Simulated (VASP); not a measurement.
# Cu (Im-3m) in VASP: a series of runs

Runs on Cu. Level: LDA. Tasks: single point.

All numbers are computed with VASP 6.6.1; they aren't measurements. Logs are shortened: lines on timing, memory, paths and dates and some standing lists are left out, and cuts for length are marked.

### Step 1. The cell of the first run

The structure is cubic, space group Im-3m (No. 229). Conventional cell: a = 2.541 Å, b = 2.541 Å, c = 2.541 Å, α = 90.00°, β = 90.00°, γ = 90.00°. Within 2.9 Å of Cu (site symmetry m-3m) lie 14 Cu at 2.20 to 2.54 Å.

### Step 2. Single point, LDA (volume scaled by 0.75)

INCAR reads:

```
  PREC = Accurate
  ENCUT = 520
  EDIFF = 1E-6
  ISMEAR = -1
  SIGMA = 0.08
  LREAL = False
  LASPH = True
  NELM = 60
  ALGO = Normal
  ISIF = 2
  LWAVE = False
  LCHARG = True
  GGA = CA
  LELF = True
  LVHAR = True
  NBANDS = 12
```

KPOINTS reads:

```
Automatic mesh
0
Gamma
  19 19 19
```

POSCAR reads:

```
Cu
1.0
   -1.2702896842      1.2702896842      1.2702896842
    1.2702896842     -1.2702896842      1.2702896842
    1.2702896842      1.2702896842     -1.2702896842
Cu
1
Direct
    0.0000000000      0.0000000000      0.0000000000
```

Potentials or basis: VASP PAW LDA potentials, release 64 (Cu).

On the command line:

```sh
$ cat potpaw_LDA.64/Cu/POTCAR > POTCAR
$ mpirun -np 1 vasp_std > vasp.out
```

OUTCAR:

```text
PREC = Accurate
   ENCUT = 520
   EDIFF = 1E-6
   ISMEAR = -1
   LREAL = False
   LASPH = True
   NELM = 60
   ISIF = 2
   GGA = CA

 ion  position               nearest neighbor table
   1  0.000  0.000  0.000-

  LATTYP: Found a body centered cubic cell.
 ALAT       =     2.5405793684

  Lattice vectors:

 A1 = (  -1.2702896842,   1.2702896842,   1.2702896842)
 A2 = (   1.2702896842,  -1.2702896842,   1.2702896842)
 A3 = (   1.2702896842,   1.2702896842,  -1.2702896842)

Analysis of symmetry for initial positions (statically):
=====================================================================
 Subroutine PRICEL returns:
 Original cell was already a primitive cell.

 Routine SETGRP: Setting up the symmetry group for a
 body centered cubic supercell.

 Subroutine GETGRP returns: Found 48 space group operations
 (whereof 48 operations were pure point group operations)
 out of a pool of 48 trial point group operations.

The static configuration has the point symmetry O_h .

Analysis of symmetry for dynamics (positions and initial velocities):
=====================================================================
 Subroutine PRICEL returns:
 Original cell was already a primitive cell.

 Routine SETGRP: Setting up the symmetry group for a
 body centered cubic supercell.

 Subroutine GETGRP returns: Found 48 space group operations
 (whereof 48 operations were pure point group operations)
 out of a pool of 48 trial point group operations.

The dynamic configuration has the point symmetry O_h .

 Subroutine INISYM returns: Found 48 space group operations
 (whereof 48 operations are pure point group operations),
 and found     1 'primitive' translations

----------------------------------------------------------------------------------------

                                     Primitive cell

  volume of cell :       8.1991

  direct lattice vectors                    reciprocal lattice vectors
    -1.270289684  1.270289684  1.270289684     0.000000000  0.393611006  0.393611006
     1.270289684 -1.270289684  1.270289684     0.393611006  0.000000000  0.393611006
     1.270289684  1.270289684 -1.270289684     0.393611006  0.393611006  0.000000000

  length of vectors
     2.200206273  2.200206273  2.200206273     0.556650022  0.556650022  0.556650022

  position of ions in fractional coordinates (direct lattice)
     0.000000000  0.000000000  0.000000000

  ion indices of the primitive-cell ions
   primitive index   ion index
                 1           1

----------------------------------------------------------------------------------------

 KPOINTS: Automatic mesh

Automatic generation of k-mesh.
 Grid dimensions read from file:
 generate k-points for:   19   19   19

 Generating k-lattice:

  Cartesian coordinates                     Fractional coordinates (reciprocal lattice)
     0.000000000  0.020716369  0.020716369     0.052631579  0.000000000  0.000000000
     0.020716369  0.000000000  0.020716369     0.000000000  0.052631579  0.000000000
     0.020716369  0.020716369  0.000000000     0.000000000  0.000000000  0.052631579

  Length of vectors
     0.029297370  0.029297370  0.029297370

  Shift w.r.t. Gamma in fractional coordinates (k-lattice)
     0.000000000  0.000000000  0.000000000

 Subroutine IBZKPT returns following result:
 ===========================================

 Found    220 irreducible k-points:

 Following reciprocal coordinates:
            Coordinates               Weight
  0.000000  0.000000  0.000000      1.000000
  0.052632  0.000000  0.000000     12.000000
  0.105263  0.000000  0.000000     12.000000
  0.157895  0.000000  0.000000     12.000000
  0.210526  0.000000  0.000000     12.000000
  0.263158  0.000000  0.000000     12.000000
[... 16 lines left out ...]
  0.263158  0.105263  0.000000     48.000000
  0.315789  0.105263  0.000000     48.000000
 [... further k-points ...]
   k-points           NKPTS =    220   k-points in BZ     NKDIM =    220   number of bands    NBANDS=     12
   number of dos      NEDOS =    301   number of ions     NIONS =      1
   total plane-waves  NPLWV =   4096
   dimension x,y,z NGX =    16 NGY =   16 NGZ =   16
   dimension x,y,z NGXF=    32 NGYF=   32 NGZF=   32
   ions per type =               1
   NGX,Y,Z   is equivalent  to a cutoff of  12.09, 12.09, 12.09 a.u.
   NGXF,Y,Z  is equivalent  to a cutoff of  24.18, 24.18, 24.18 a.u.
 SYSTEM =  unknown system
   PREC   = accura    normal or accurate (medium, high low for compatibility)
   ISTART =      0    job   : 0-new  1-cont  2-samecut
   ICHARG =      2    charge: 1-file 2-atom 10-const
   ISPIN  =      1    spin polarized calculation?
   LNONCOLLINEAR =      F non collinear calculations
   LSORBIT =      F    spin-orbit coupling
   LASPH  =      T    aspherical Exc in radial PAW
   ENCUT  =  520.0 eV  38.22 Ry    6.18 a.u.   4.09  4.09  4.09*2*pi/ulx,y,z
   NELM   =     60;   NELMIN=  2; NELMDL= -5     # of ELM steps
   EDIFF  = 0.1E-05   stopping-criterion for ELM
   LREAL  =      F    real-space projection
   EDIFFG = 0.1E-04   stopping-criterion for IOM
   NSW    =      0    number of steps for IOM
   IBRION =     -1    ionic relax: 0-MD 1-quasi-New 2-CG
   NFREE  =      0    steps in history (QN), initial steepest desc. (CG)
   ISIF   =      2    stress and relaxation
   ISYM   =      2    0-nonsym 1-usesym 2-fastsym
   POTIM  = 0.5000    time-step for ionic-motion
   TEBEG  =    0.0;   TEEND  =   0.0 temperature during run
   PSTRESS=    0.0 pullay stress
   NELECT =      11.0000    total number of electrons
   NUPDOWN=      -1.0000    fix difference up-down
   EMIN   =  10.00;   EMAX   =-10.00  energy-range for DOS
   EFERMI =   0.00;   METHOD = LEGACY
   ISMEAR =    -1;   SIGMA  =   0.08  broadening in eV -4-tet -1-fermi 0-gaus
   EFERMI_NEDOS =   21; number of points for ismear=-14 and -15
   IALGO  =     38    algorithm
   IMIX   =      4    mixing-type and parameters
     AMIX     =   0.40;   BMIX     =  1.00
     AMIX_MAG =   1.60;   BMIX_MAG =  1.00
  volume/ion in A,a.u.               =       8.20        55.33
  Fermi-wavevector in a.u.,A,eV,Ry     =   1.805578  3.412048 44.356523  3.260112
  Thomas-Fermi vector in A             =   2.865247
   LORBIT       =      0    0 simple, 1 ext, 2 COOP (PROOUT), +10 PAW based schemes
   GGA     = CA    functional components
   LHFCALC =     F    Hartree Fock is set to
   AEXX    =    0.0000 exact exchange contribution
   IVDW    =     0    specifies the selected vdW correction
   LEPSILON=     F    determine dielectric tensor
   LRPA    =     F    only Hartree local field effects (RPA)
 non-spin polarized calculation
  energy-cutoff  :      520.00
  volume of cell :        8.20
 maximum number of plane-waves:       236
   NGX =  9   NGY =  9   NGZ =  9

 number of electron      10.9999976 magnetization

 Free energy of the ion-electron system (eV)
  ---------------------------------------------------
  ext. energy  EPLUGINS =         0.00000000
  ---------------------------------------------------
  free energy    TOTEN  =        -3.95178020 eV

  energy without entropy =       -3.94685053  energy(sigma->0) =       -3.94931536

 E-fermi :  13.0291     XC(G=0): -15.3830

 val. band max:       12.9722199645   @ k =  -0.4737  -0.4737   0.0526
 cond. band min:      13.1175947132   @ k =  -0.4737   0.4737   0.1053
 fundamental gap:      0.1453747488
 Fermi energy:        13.0291115941

 k-point     1 :       0.0000    0.0000    0.0000
  band No.  band energies     occupation
      1       0.4397      2.00000
      2       8.3279      2.00000
      3       8.3279      2.00000
      4       8.3279      2.00000
      5      10.0784      2.00000
      6      10.0784      2.00000
      7      41.4507      0.00000
      8      41.4507      0.00000
      9      41.4507      0.00000
     10      48.0623      0.00000
     11      48.0623      0.00000
     12      50.4084      0.00000

 k-point     2 :       0.0526    0.0000    0.0000
  band No.  band energies     occupation
      1       0.5797      2.00000
      2       8.2914      2.00000
      3       8.3250      2.00000
      4       8.3985      2.00000
      5      10.0406      2.00000
      6      10.0812      2.00000
      7      40.5024      0.00000
      8      41.2594      0.00000
      9      41.3359      0.00000
     10      47.3262      0.00000
     11      48.1851      0.00000
     12      48.3022      0.00000

 k-point     3 :       0.1053    0.0000    0.0000
  band No.  band energies     occupation
      1       0.9932      2.00000
      2       8.1865      2.00000
      3       8.3083      2.00000
      4       8.6053      2.00000
      5       9.9468      2.00000
      6      10.0901      2.00000
      7      38.2493      0.00000
      8      40.5704      0.00000
      9      41.0447      0.00000
     10      45.9904      0.00000
     11      46.6837      0.00000
     12      46.7572      0.00000
[... 286 lines left out ...]
 k-point    23 :       0.2632    0.1053    0.0000
  band No.  band energies     occupation
      1       4.7098      2.00000
      2       7.4438      2.00000
      3       8.0504      2.00000
      4       9.7909      2.00000
      5      10.2954      2.00000
      6      10.8641      2.00000
      7      26.6184      0.00000
      8      32.5082      0.00000
      9      36.8820      0.00000
     10      41.5272      0.00000
     11      47.1628      0.00000
     12      49.1548      0.00000

 k-point    24 :       0.3158    0.1053    0.0000
  band No.  band energies     occupation
      1       5.2522      2.00000
      2       7.2858      2.00000
      3       8.4875      2.00000
      4       9.8975      2.00000
      5      10.3805      2.00000
      6      11.5783      2.00000
      7      23.8856      0.00000
      8      31.6835      0.00000
      9      35.7977      0.00000
     10      41.3490      0.00000
     11      47.1569      0.00000
     12      50.0579      0.00000

 [... further k-points ...]

------------------------ aborting loop because EDIFF is reached ----------------------------------------

  FORCE on cell =-STRESS in cart. coord.  units (eV):
  Direction    XX          YY          ZZ          XY          YZ          ZX
  --------------------------------------------------------------------------------------
  -------------------------------------------------------------------------------------
  Total        5.6551123      5.6551123      5.6551123      0.0000000      0.0000000      0.0000000
  in kB     1105.0540311   1105.0540311   1105.0540311      0.0000000      0.0000000      0.0000000
  external PRESSURE =    1105.0540311 kB  Pullay stress =       0.0000000 kB

 VOLUME and BASIS-vectors are now :
 -----------------------------------------------------------------------------
  energy-cutoff  :      520.00
  volume of cell :        8.20
      direct lattice vectors                 reciprocal lattice vectors
    -1.270289684  1.270289684  1.270289684     0.000000000  0.393611006  0.393611006
     1.270289684 -1.270289684  1.270289684     0.393611006  0.000000000  0.393611006
     1.270289684  1.270289684 -1.270289684     0.393611006  0.393611006  0.000000000

 POSITION                                       TOTAL-FORCE (eV/Angst)
 -----------------------------------------------------------------------------------
      0.00000      0.00000      0.00000        -0.000000     -0.000000      0.000000
 -----------------------------------------------------------------------------------
    total drift:                                0.000000      0.000000     -0.000000

  FREE ENERGIE OF THE ION-ELECTRON SYSTEM (eV)
  ---------------------------------------------------
  free  energy   TOTEN  =        -3.9517801979 eV

  energy  without entropy=       -3.9468505298  energy(sigma->0) =       -3.94931536
```

Wall time 4.8 s (1 thread of Intel Xeon 6975P-C (Granite Rapids), shared host); peak memory 0.12 GiB.

Results:

| Property | Result |
| --- | --- |
| Free energy | -3.9518 eV |
| Pressure | 110.5 GPa |

### Step 3. Single point, LDA (volume scaled by 0.75)

INCAR reads:

```
SYSTEM = Cu
PREC = Accurate ; ENCUT = 520
EDIFF = 1E-6 ; ISMEAR = -1
SIGMA = 0.08 ; LREAL = .False.
LASPH = .True. ; NELM = 60
ALGO = Normal ; ISIF = 2
LWAVE = .False. ; LCHARG = .False.
NBANDS = 12
```

KPOINTS reads:

```
regular mesh
0
Gamma
  19 19 19
  0 0 0
```

POSCAR is that of step 2.

Potentials or basis: VASP PAW LDA potentials, release 64 (Cu).

On the command line:

```sh
$ cat potpaw_LDA.64/Cu/POTCAR > POTCAR
$ mpirun -np 1 vasp_std > vasp.out
```

It took 4.8 s on 1 thread of Intel Xeon 6975P-C (Granite Rapids), shared host; peak memory 0.12 GiB.

Results (log left out):

```yaml
Free_energy: -3.9518 eV
Pressure: 110.5 GPa
```

Levels at points of the mesh, in eV from the Fermi level:
```tsv
k point	band 3	band 4	band 5	band 6	band 7	band 8	band 9	band 10
(0.00, 0.00, 0.00)	-4.70	-4.70	-2.95	-2.95	28.42	28.42	28.42	35.03
```

### Step 4. Single point, LDA (volume scaled by 0.75)

INCAR reads:

```
SYSTEM = Cu
PREC = Accurate ; ENCUT = 520
EDIFF = 1E-6 ; ISMEAR = -1
SIGMA = 0.08 ; LREAL = .FALSE.
LASPH = .TRUE. ; NELM = 100
ALGO = Normal ; ISIF = 2
LWAVE = .FALSE. ; LCHARG = .FALSE.
GGA = CA ; NBANDS = 12
```

KPOINTS reads:

```
regular mesh
0
G
  19 19 19
  0 0 0
```

POSCAR is that of step 3.

On the command line:

```sh
$ cat potpaw_LDA.64/Cu/POTCAR > POTCAR
$ mpirun -np 1 vasp_std > vasp.out
```

Run time: 4.6 s. Hardware: 1 thread of Intel Xeon 6975P-C (Granite Rapids), shared host; peak memory 0.12 GiB.

It converged, with:

```yaml
Free_energy: -3.9518 eV
Pressure: 110.5 GPa
```

Levels at points of the mesh, in eV from the Fermi level:
| k point | band 2 | band 3 | band 4 | band 5 | band 6 | band 7 | band 8 | band 9 | band 10 | band 11 |
| --- | --- | --- | --- | --- | --- | --- | --- | --- | --- | --- |
| (0.00, 0.00, 0.00) | -4.70 | -4.70 | -4.70 | -2.95 | -2.95 | 28.42 | 28.42 | 28.42 | 35.03 | 35.03 |

### Step 5. Single point, LDA (volume scaled by 0.85)

INCAR reads:

```
PREC = Accurate
ENCUT = 520
EDIFF = 1E-7
ISMEAR = -1
SIGMA = 0.08
LREAL = False
LASPH = True
NELM = 80
ALGO = Normal
ISIF = 2
LWAVE = False
LCHARG = False
GGA = CA
NBANDS = 12
```

KPOINTS reads:

```
regular mesh
0
Gamma
  19 19 19
```

POSCAR reads:

```
Cu
1.0
   -1.3244085997      1.3244085997      1.3244085997
    1.3244085997     -1.3244085997      1.3244085997
    1.3244085997      1.3244085997     -1.3244085997
Cu
1
Direct
    0.0000000000      0.0000000000      0.0000000000
```

On the command line:

```sh
$ cat potpaw_LDA.64/Cu/POTCAR > POTCAR
$ mpirun -np 1 vasp_std > vasp.out
```

Wall time 14 s (1 thread of Intel Xeon 6975P-C, shared host); peak memory 0.13 GiB.

Results (log left out):

* Free energy: -4.4650 eV
* Pressure: 46.3 GPa

Levels at points of the mesh, in eV from the Fermi level:
```
           k point  band 3  band 4  band 5  band 6  band 7  band 8  band 9  band 10
(0.00, 0.00, 0.00)   -4.07   -4.07   -2.60   -2.60   27.36   27.36   27.36    32.89
```
